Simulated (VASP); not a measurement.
# CdSe (ref) in VASP: further runs

CdSe (ref) is run at these levels: r2SCAN; tasks: single point.

Everything below comes from runs of VASP 6.6.1. Logs are shortened: lines on timing, memory, paths and dates and some standing lists are left out, and cuts for length are marked.

## 1. The cell of the first run

Symmetry: P6_3mc, No. 186, hexagonal system. Conventional cell: a = 4.340 Å, b = 4.340 Å, c = 7.078 Å, α = 90.00°, β = 90.00°, γ = 120.00°. Cd (site symmetry 3m) has 3 Se at 2.51 Å within 3.3 Å. Se (site symmetry 3m) has 3 Cd at 2.51 Å within 3.3 Å.

## 2. Single point, r2SCAN

The input, POSCAR:

```
CdSe
1.0
    4.3398318052      0.0000000000      0.0000000000
   -2.1699159026      3.7584045914      0.0000000000
    0.0000000000      0.0000000000      7.0784044757
Cd Se
2 2
Direct
    0.3333333333      0.6666666667     -0.0557943040
    0.6666666667      0.3333333333      0.4442056960
    0.3333333333      0.6666666667      0.4317943040
    0.6666666667      0.3333333333      0.9317943040
```

The input, INCAR.step1:

```
ALGO = Normal
EDIFF = 1E-4
ENCUT = 520
GGA = PE
ISMEAR = 0
LASPH = T
LCHARG = F
LREAL = F
LWAVE = T
NBANDS = 26
NELM = 100
PREC = Accurate
SIGMA = 0.01
```

The input, INCAR.step2:

```
ALGO = Normal
EDIFF = 1E-7
ENCUT = 520
ISIF = 2
ISMEAR = 0
ISTART = 1
LASPH = T
LCHARG = F
LMIXTAU = T
LREAL = F
LWAVE = F
METAGGA = R2SCAN
NBANDS = 26
NELM = 100
PREC = Accurate
SIGMA = 0.01
```

The input, KPOINTS:

```
k-points
0
Gamma
  9 9 6
```

Potentials or basis: VASP PAW PBE potentials, release 64 (Cd, Se).

Launch:

```
cat potpaw_PBE.64/Cd/POTCAR potpaw_PBE.64/Se/POTCAR > POTCAR
cp INCAR.step1 INCAR
mpirun -np 1 vasp_std > vasp.out
cp INCAR.step2 INCAR
mpirun -np 1 vasp_std > vasp.out
```

OUTCAR:

```text
EDIFF = 1E-7
   ENCUT = 520
   ISIF = 2
   ISMEAR = 0
   ISTART = 1
   LASPH = T
   LREAL = F
   METAGGA = R2SCAN
   NELM = 100
   PREC = Accurate

 ion  position               nearest neighbor table
   1  0.333  0.667  0.944-   4 2.51   4 2.51   4 2.51
   2  0.667  0.333  0.444-   3 2.51   3 2.51   3 2.51
   3  0.333  0.667  0.432-   2 2.51   2 2.51   2 2.51
   4  0.667  0.333  0.932-   1 2.51   1 2.51   1 2.51

  LATTYP: Found a hexagonal cell.
 ALAT       =     4.3398318052
 C/A-ratio  =     1.6310319831

  Lattice vectors:

 A1 = (   4.3398318052,   0.0000000000,   0.0000000000)
 A2 = (  -2.1699159026,   3.7584045914,   0.0000000000)
 A3 = (   0.0000000000,   0.0000000000,   7.0784044757)

Analysis of symmetry for initial positions (statically):
=====================================================================
 Subroutine PRICEL returns:
 Original cell was already a primitive cell.

 Routine SETGRP: Setting up the symmetry group for a
 hexagonal supercell.

 Subroutine GETGRP returns: Found 12 space group operations
 (whereof  6 operations were pure point group operations)
 out of a pool of 24 trial point group operations.

The static configuration has the point symmetry C_3v.
 The point group associated with its full space group is C_6v.

Analysis of symmetry for dynamics (positions and initial velocities):
=====================================================================
 Subroutine PRICEL returns:
 Original cell was already a primitive cell.

 Routine SETGRP: Setting up the symmetry group for a
 hexagonal supercell.

 Subroutine GETGRP returns: Found 12 space group operations
 (whereof  6 operations were pure point group operations)
 out of a pool of 24 trial point group operations.

The dynamic configuration has the point symmetry C_3v.
 The point group associated with its full space group is C_6v.

 Subroutine INISYM returns: Found 12 space group operations
 (whereof  6 operations are pure point group operations),
 and found     1 'primitive' translations

----------------------------------------------------------------------------------------

                                     Primitive cell

  volume of cell :     115.4547

  direct lattice vectors                    reciprocal lattice vectors
     4.339831805  0.000000000  0.000000000     0.230423677  0.133035172  0.000000000
    -2.169915903  3.758404591  0.000000000     0.000000000  0.266070343  0.000000000
     0.000000000  0.000000000  7.078404476     0.000000000  0.000000000  0.141274775

  length of vectors
     4.339831805  4.339831805  7.078404476     0.266070343  0.266070343  0.141274775

  position of ions in fractional coordinates (direct lattice)
     0.333333333  0.666666667  0.944205696
     0.666666667  0.333333333  0.444205696
     0.333333333  0.666666667  0.431794304
     0.666666667  0.333333333  0.931794304

  ion indices of the primitive-cell ions
   primitive index   ion index
                 1           1
                 2           2
                 3           3
                 4           4

----------------------------------------------------------------------------------------

 KPOINTS: k-points

Automatic generation of k-mesh.
 Grid dimensions read from file:
 generate k-points for:    9    9    6

 Generating k-lattice:

  Cartesian coordinates                     Fractional coordinates (reciprocal lattice)
     0.025602631  0.014781686  0.000000000     0.111111111  0.000000000  0.000000000
     0.000000000  0.029563371  0.000000000     0.000000000  0.111111111  0.000000000
     0.000000000  0.000000000  0.023545796     0.000000000  0.000000000  0.166666667

  Length of vectors
     0.029563371  0.029563371  0.023545796

  Shift w.r.t. Gamma in fractional coordinates (k-lattice)
     0.000000000  0.000000000  0.000000000

 Subroutine IBZKPT returns following result:
 ===========================================

 Found     48 irreducible k-points:

 Following reciprocal coordinates:
            Coordinates               Weight
  0.000000  0.000000  0.000000      1.000000
  0.111111 -0.000000  0.000000      6.000000
  0.222222  0.000000  0.000000      6.000000
  0.333333  0.000000  0.000000      6.000000
  0.444444  0.000000  0.000000      6.000000
  0.111111  0.111111  0.000000      6.000000
[... 16 lines left out ...]
  0.333333  0.222222  0.166667     24.000000
  0.333333  0.333333  0.166667      4.000000
 [... further k-points ...]
   k-points           NKPTS =     48   k-points in BZ     NKDIM =     48   number of bands    NBANDS=     26
   number of dos      NEDOS =    301   number of ions     NIONS =      4
   total plane-waves  NPLWV =  55296
   dimension x,y,z NGX =    32 NGY =   32 NGZ =   54
   dimension x,y,z NGXF=    64 NGYF=   64 NGZF=  108
   ions per type =               2   2
   NGX,Y,Z   is equivalent  to a cutoff of  12.26, 12.26, 12.68 a.u.
   NGXF,Y,Z  is equivalent  to a cutoff of  24.52, 24.52, 25.37 a.u.
 SYSTEM =  unknown system
   PREC   = accura    normal or accurate (medium, high low for compatibility)
   ISTART =      1    job   : 0-new  1-cont  2-samecut
   ICHARG =      0    charge: 1-file 2-atom 10-const
   ISPIN  =      1    spin polarized calculation?
   LNONCOLLINEAR =      F non collinear calculations
   LSORBIT =      F    spin-orbit coupling
   LASPH  =      T    aspherical Exc in radial PAW
   ENCUT  =  520.0 eV  38.22 Ry    6.18 a.u.   8.07  8.07 13.16*2*pi/ulx,y,z
   NELM   =    100;   NELMIN=  2; NELMDL=  0     # of ELM steps
   EDIFF  = 0.1E-06   stopping-criterion for ELM
   LREAL  =      F    real-space projection
   EDIFFG = 0.1E-05   stopping-criterion for IOM
   NSW    =      0    number of steps for IOM
   IBRION =     -1    ionic relax: 0-MD 1-quasi-New 2-CG
   NFREE  =      0    steps in history (QN), initial steepest desc. (CG)
   ISIF   =      2    stress and relaxation
   ISYM   =      2    0-nonsym 1-usesym 2-fastsym
   POTIM  = 0.5000    time-step for ionic-motion
   TEBEG  =    0.0;   TEEND  =   0.0 temperature during run
   PSTRESS=    0.0 pullay stress
   NELECT =      36.0000    total number of electrons
   NUPDOWN=      -1.0000    fix difference up-down
   EMIN   =  10.00;   EMAX   =-10.00  energy-range for DOS
   EFERMI =   0.00;   METHOD = LEGACY
   ISMEAR =     0;   SIGMA  =   0.01  broadening in eV -4-tet -1-fermi 0-gaus
   EFERMI_NEDOS =   21; number of points for ismear=-14 and -15
   IALGO  =     38    algorithm
   IMIX   =      4    mixing-type and parameters
     AMIX     =   0.40;   BMIX     =  1.00
     AMIX_MAG =   1.60;   BMIX_MAG =  1.00
  volume/ion in A,a.u.               =      28.86       194.78
  Fermi-wavevector in a.u.,A,eV,Ry     =   1.110125  2.097831 16.767502  1.232377
  Thomas-Fermi vector in A             =   2.246672
   LORBIT       =      0    0 simple, 1 ext, 2 COOP (PROOUT), +10 PAW based schemes
   METAGGA = R2SCAN    functional components
   LHFCALC =     F    Hartree Fock is set to
   AEXX    =    0.0000 exact exchange contribution
   IVDW    =     0    specifies the selected vdW correction
   LEPSILON=     F    determine dielectric tensor
   LRPA    =     F    only Hartree local field effects (RPA)
 non-spin polarized calculation
 Gauss-broadening in eV      SIGMA  =   0.01
  energy-cutoff  :      520.00
  volume of cell :      115.45
 maximum number of plane-waves:      3126
   NGX = 17   NGY = 17   NGZ = 27

 number of electron      36.0000000 magnetization

 Free energy of the ion-electron system (eV)
  ---------------------------------------------------
  ext. energy  EPLUGINS =         0.00000000
  ---------------------------------------------------
  free energy    TOTEN  =       -71.03827068 eV

  energy without entropy =      -71.03827068  energy(sigma->0) =      -71.03827068

 E-fermi :   0.4240     XC(G=0):  -9.2702

 val. band max:        0.3164562935   @ k =   0.0000   0.0000   0.0000
 cond. band min:       1.7295997200   @ k =   0.0000   0.0000   0.0000
 fundamental gap:      1.4131434265
 Fermi energy:         0.4240199367

 k-point     1 :       0.0000    0.0000    0.0000
  band No.  band energies     occupation
      1     -12.6533      2.00000
      2     -12.3597      2.00000
      3      -8.0403      2.00000
      4      -8.0403      2.00000
      5      -8.0372      2.00000
      6      -8.0372      2.00000
[... 18 lines left out ...]
     25       8.5243      0.00000
     26       8.6425      0.00000

 k-point     2 :       0.1111   -0.0000    0.0000
  band No.  band energies     occupation
      1     -12.6075      2.00000
      2     -12.3279      2.00000
      3      -8.0162      2.00000
      4      -8.0158      2.00000
      5      -8.0082      2.00000
      6      -8.0043      2.00000
[... 18 lines left out ...]
     25       7.9939      0.00000
     26       8.2290      0.00000

 k-point     3 :       0.2222    0.0000    0.0000
  band No.  band energies     occupation
      1     -12.4872      2.00000
      2     -12.2491      2.00000
      3      -7.9425      2.00000
      4      -7.9367      2.00000
      5      -7.9241      2.00000
      6      -7.9181      2.00000
[... 18 lines left out ...]
     25       8.2334      0.00000
     26       8.9963      0.00000

 k-point     4 :       0.3333    0.0000    0.0000
  band No.  band energies     occupation
      1     -12.3405      2.00000
      2     -12.1660      2.00000
      3      -7.8230      2.00000
      4      -7.8185      2.00000
      5      -7.8138      2.00000
      6      -7.7999      2.00000
[... 18 lines left out ...]
     25       9.2603      0.00000
     26       9.8135      0.00000

 k-point     5 :       0.4444    0.0000    0.0000
  band No.  band energies     occupation
      1     -12.2331      2.00000
      2     -12.1218      2.00000
      3      -7.7536      2.00000
      4      -7.7417      2.00000
      5      -7.7092      2.00000
      6      -7.6705      2.00000
[... 18 lines left out ...]
     25       9.1547      0.00000
     26       9.5581      0.00000

 k-point     6 :       0.1111    0.1111    0.0000
  band No.  band energies     occupation
      1     -12.5243      2.00000
      2     -12.2726      2.00000
      3      -7.9778      2.00000
      4      -7.9738      2.00000
      5      -7.9399      2.00000
      6      -7.9356      2.00000
[... 427 lines left out ...]
 k-point    21 :       0.4444    0.1111    0.1667
  band No.  band energies     occupation
      1     -12.1941      2.00000
      2     -12.1182      2.00000
      3      -7.7496      2.00000
      4      -7.7470      2.00000
      5      -7.6778      2.00000
      6      -7.6569      2.00000
[... 18 lines left out ...]
     25       9.2861      0.00000
     26      10.8900      0.00000

 k-point    22 :       0.2222    0.2222    0.1667
  band No.  band energies     occupation
      1     -12.2606      2.00000
      2     -12.1423      2.00000
      3      -7.8341      2.00000
      4      -7.8236      2.00000
      5      -7.7084      2.00000
      6      -7.7081      2.00000
[... 18 lines left out ...]
     25       7.9498      0.00000
     26      10.0786      0.00000

 k-point    23 :       0.3333    0.2222    0.1667
  band No.  band energies     occupation
      1     -12.1734      2.00000
      2     -12.1135      2.00000
      3      -7.7600      2.00000
      4      -7.7513      2.00000
      5      -7.6733      2.00000
      6      -7.6669      2.00000
[... 18 lines left out ...]
     25       8.7646      0.00000
     26      10.1226      0.00000

 k-point    24 :       0.3333    0.3333    0.1667
  band No.  band energies     occupation
      1     -12.1235      2.00000
      2     -12.1235      2.00000
      3      -7.7064      2.00000
      4      -7.7064      2.00000
      5      -7.7037      2.00000
      6      -7.6909      2.00000
[... 18 lines left out ...]
     25       9.2689      0.00000
     26       9.2689      0.00000

 [... further k-points ...]
[... 5 lines left out ...]
  --------------------------------------------------------------------------------------
  -------------------------------------------------------------------------------------
  Total        4.8496806      4.8496806     -1.5225993      0.0000000     -0.0000000      0.0000000
  in kB       67.2995120     67.2995120    -21.1292653      0.0000000     -0.0000000      0.0000000
  external PRESSURE =      37.8232529 kB  Pullay stress =       0.0000000 kB

 VOLUME and BASIS-vectors are now :
 -----------------------------------------------------------------------------
  energy-cutoff  :      520.00
  volume of cell :      115.45
      direct lattice vectors                 reciprocal lattice vectors
     4.339831805  0.000000000  0.000000000     0.230423677  0.133035172  0.000000000
    -2.169915903  3.758404591  0.000000000     0.000000000  0.266070343  0.000000000
     0.000000000  0.000000000  7.078404476     0.000000000  0.000000000  0.141274775

 POSITION                                       TOTAL-FORCE (eV/Angst)
 -----------------------------------------------------------------------------------
     -0.00000      2.50560      6.68347         0.000000     -0.000000      0.185207
      2.16992      1.25280      3.14427        -0.000000      0.000000      0.185207
     -0.00000      2.50560      3.05641        -0.000000     -0.000000     -0.185207
      2.16992      1.25280      6.59562        -0.000000     -0.000000     -0.185207
 -----------------------------------------------------------------------------------
    total drift:                                0.000000      0.000000      0.002175

  FREE ENERGIE OF THE ION-ELECTRON SYSTEM (eV)
  ---------------------------------------------------
  free  energy   TOTEN  =       -71.0382706794 eV

  energy  without entropy=      -71.0382706794  energy(sigma->0) =      -71.03827068
```

It took 3.3 min on 1 thread of Intel Xeon 6975P-C (Granite Rapids), shared host; peak memory 0.32 GiB.

What came out:

```
Free energy            : -71.0383 eV
Pressure               : 3.8 GPa
Largest force          : 0.185 eV/Å
Band gap on the k mesh : 1.41 eV, direct
```

Forces in eV/Å, atoms in the order of the input:
```
Cd   0.000  0.000  0.185
Cd   0.000  0.000  0.185
Se   0.000  0.000 -0.185
Se   0.000  0.000 -0.185
```

Caveat: the PAW data sets were made with another functional, which shifts forces and pressure a little. A k mesh can miss the band edges.

## 3. Single point, r2SCAN

The input, POSCAR:

```
CdSe
1.0
    4.3398318052      0.0000000000      0.0000000000
   -2.1699159026      3.7584045914      0.0000000000
    0.0000000000      0.0000000000      7.0784044757
Cd Se
2 2
Direct
    0.3333333333      0.6666666667     -0.0620000000
    0.6666666667      0.3333333333      0.4380000000
    0.3333333333      0.6666666667      0.4380000000
    0.6666666667      0.3333333333      0.9380000000
```

The input, INCAR.step1:

```
SYSTEM = CdSe
PREC     = Accurate       ! precision mode
ENCUT    = 520            ! plane-wave cutoff, eV
ISMEAR   = 0              ! smearing method
SIGMA    = 0.01           ! smearing width, eV
LREAL    = .FALSE.        ! projectors in reciprocal space
LASPH    = .TRUE.         ! aspherical terms in the spheres
NELM     = 100            ! most SCF steps
NBANDS   = 26             ! bands
GGA      = PE             ! functional
ALGO     = Normal         ! electronic algorithm
EDIFF    = 1E-4           ! SCF threshold, eV
LWAVE    = .TRUE.         ! write WAVECAR
LCHARG   = .FALSE.        ! write CHGCAR
```

The input, INCAR.step2:

```
SYSTEM = CdSe
PREC     = Accurate       ! precision mode
ENCUT    = 520            ! plane-wave cutoff, eV
EDIFF    = 1E-6           ! SCF threshold, eV
ISMEAR   = 0              ! smearing method
SIGMA    = 0.01           ! smearing width, eV
LREAL    = .FALSE.        ! projectors in reciprocal space
LASPH    = .TRUE.         ! aspherical terms in the spheres
NELM     = 100            ! most SCF steps
ALGO     = Normal         ! electronic algorithm
ISIF     = 2              ! what is computed and relaxed
LWAVE    = .FALSE.        ! write WAVECAR
LCHARG   = .FALSE.        ! write CHGCAR
METAGGA  = R2SCAN         ! meta-GGA
LMIXTAU  = .TRUE.       
NBANDS   = 26             ! bands
ISTART   = 1
```

The input, KPOINTS:

```
regular mesh
0
G
  9 9 6
  0 0 0
```

Potentials or basis: VASP PAW PBE potentials, release 64 (Cd, Se).

Launch:

```
cat potpaw_PBE.64/Cd/POTCAR potpaw_PBE.64/Se/POTCAR > POTCAR
cp INCAR.step1 INCAR
mpirun -np 1 vasp_std > vasp.out
cp INCAR.step2 INCAR
mpirun -np 1 vasp_std > vasp.out
```

Run time: 3 min. Hardware: 1 thread of Intel Xeon 6975P-C (Granite Rapids), shared host; peak memory 0.32 GiB.

Results (log left out):

```yaml
Free_energy: -71.0219 eV
Pressure: 3.8 GPa
Band_gap_on_the_k_mesh: 1.42 eV, direct
```

Stress tensor (GPa, compression positive):
```
 6.82  0.00  0.00
 0.00  6.82  0.00
 0.00  0.00 -2.10
```

Levels at points of the mesh, in eV from the valence-band top:
```csv
k point,band 14,band 15,band 16,band 17,band 18,band 19,band 20,band 21,band 22,band 23
"(0.00, 0.00, 0.00)",-0.41,-0.41,-0.08,0.00,0.00,1.42,1.89,6.45,6.45,7.28
"(0.00, 0.00, 0.50)",-1.82,-0.21,-0.21,-0.21,-0.21,2.33,2.33,6.56,6.56,6.69
```

Caveat: the PAW data sets were made with another functional, which shifts forces and pressure a little.
